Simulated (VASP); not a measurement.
Set up this calculation in VASP 6.6.1, as the native input.

* Task: single point
* Functional: LDA
* Potentials or basis: VASP PAW LDA potentials, release 64 (Co)
* Cutoff: 520 eV
* k mesh: 19 × 19 × 17
* Occupations: fermi-dirac, width 0.08 eV
* Spin: collinear spin, ferromagnetic start
* Starting moments: [1.7] μB
* Dipole correction: no
* Further INCAR settings: ALGO = Normal; EDIFF = 1e-06; NBANDS = 14

The structure of Co lies in POSCAR:

```
Co
1.0
    2.3484014194      0.0000000000      0.0000000000
   -1.1742007097      2.0337752875      0.0000000000
    0.0000000000      0.0000000000      2.2144871155
Co
1
Direct
    0.0000000000      0.0000000000      0.0000000000
```

This isn't the form of Co at room conditions, which is hcp.

These files were run (other wordings do the same):

INCAR

```
ALGO = Normal ; EDIFF = 1E-6
ENCUT = 520 ; GGA = CA
ISIF = 2 ; ISMEAR = -1
ISPIN = 2 ; LASPH = T
LCHARG = F ; LMAXMIX = 4
LORBIT = 11 ; LREAL = F
LWAVE = F ; MAGMOM = 1.7
NBANDS = 14 ; NELM = 150
PREC = Accurate ; SIGMA = 0.08
```

KPOINTS

```
k-points
0
Gamma
  19 19 17
```

Potentials or basis: VASP PAW LDA potentials, release 64 (Co).

The run is started by

```bash
$ cat potpaw_LDA.64/Co/POTCAR > POTCAR
$ mpirun -np 1 vasp_std > vasp.out
```

It gave:

The pressure is 2.6 GPa. The net moment is 1.28 μB per cell and the site moments are Co +1.27 μB. The valence electrons inside the program's atomic spheres are Co 8.45.

It took 87 s on 1 thread of Intel(R) Xeon(R) Platinum 8488C (Sapphire Rapids), on a shared host, peak memory 0.18 GiB.
